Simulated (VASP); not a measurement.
Fe, 1 atom in the cell. The structure is cubic, space group Im-3m (No. 229). The conventional cell has a = 2.886 Å, b = 2.886 Å, c = 2.886 Å, α = 90.00°, β = 90.00°, γ = 90.00°. Fe (site symmetry m-3m) has 14 Fe at 2.50 to 2.89 Å within 3.3 Å. 

- Program: VASP 6.6.1
- Task: relaxation of cell and atoms
- Functional: revPBE
- Dispersion: D3(BJ)
- Potentials or basis: VASP PAW PBE potentials, release 64 (Fe)
- Cutoff: 600 eV
- k mesh: 13 × 13 × 13
- Occupations: fermi-dirac, width 0.05 eV
- Spin: collinear spin, ferromagnetic start
- Starting moments: [3.0] μB
- Dipole correction: no
- Further INCAR settings: ALGO = Normal; EDIFF = 1e-07; IBRION = 2; EDIFFG = -0.02; NSW = 80; ISIF = 3

Potentials or basis: VASP PAW PBE potentials, release 64 (Fe).

Launch:

```bash
$ cat potpaw_PBE.64/Fe/POTCAR > POTCAR
$ mpirun -np 1 vasp_std > vasp.out
```

Hardware: 1 thread of Intel Xeon 8259CL, on a shared host.

**Question.** Estimate the wall time of this run.

**Answer.** It took 100 s on 1 thread of Intel Xeon 8259CL, on a shared host, peak memory 0.16 GiB. Counts: scf iterations 34, k points 84, ion steps 3.
